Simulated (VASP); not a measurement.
Input of a VASP 6.6.1 run:

INCAR

```
SYSTEM = InSb
PREC     = Accurate       ! precision mode
ENCUT    = 500            ! plane-wave cutoff, eV
EDIFF    = 1E-6           ! SCF threshold, eV
ISMEAR   = -5             ! smearing method
SIGMA    = 0.1            ! smearing width, eV
LREAL    = .FALSE.        ! projectors in reciprocal space
LASPH    = .TRUE.         ! aspherical terms in the spheres
NELM     = 120            ! most SCF steps
ALGO     = Normal         ! electronic algorithm
ISIF     = 2              ! what is computed and relaxed
LWAVE    = .FALSE.        ! write WAVECAR
LCHARG   = .FALSE.        ! write CHGCAR
GGA      = PS             ! functional
NBANDS   = 16             ! bands
GGA_COMPAT= .FALSE.
```

Contents of KPOINTS:

```
regular mesh
0
G
  5 5 5
  0 0 0
```

The input POSCAR:

```
InSb
1.0
    0.0000000000      3.0110791296      3.0110791296
    3.0110791296      0.0000000000      3.0110791296
    3.0110791296      3.0110791296      0.0000000000
In Sb
1 1
Direct
    0.0000000000      0.0000000000      0.0000000000
    0.5000000000      0.5000000000      0.5000000000
```

Potentials or basis: VASP PAW PBE potentials, release 64 (In_d, Sb).

Launch:

```console
$ cat potpaw_PBE.64/In_d/POTCAR potpaw_PBE.64/Sb/POTCAR > POTCAR
$ mpirun -np 1 vasp_std > vasp.out
```

(1) Estimate the pressure.

(2) Predict the band gap on the k mesh.

Answers

(1) 0.1 GPa.

(2) zero (band 9 reaches 7.78 eV, above the bottom of band 10 at 5.06 eV).

Caveat: the k points lie up to 0.36 Å⁻¹ apart; the PAW data sets were made with another functional, which shifts forces and pressure a little; spin-orbit coupling is left out, which moves the levels of the heavy elements; tetrahedron occupations give inexact forces and stress in metals.
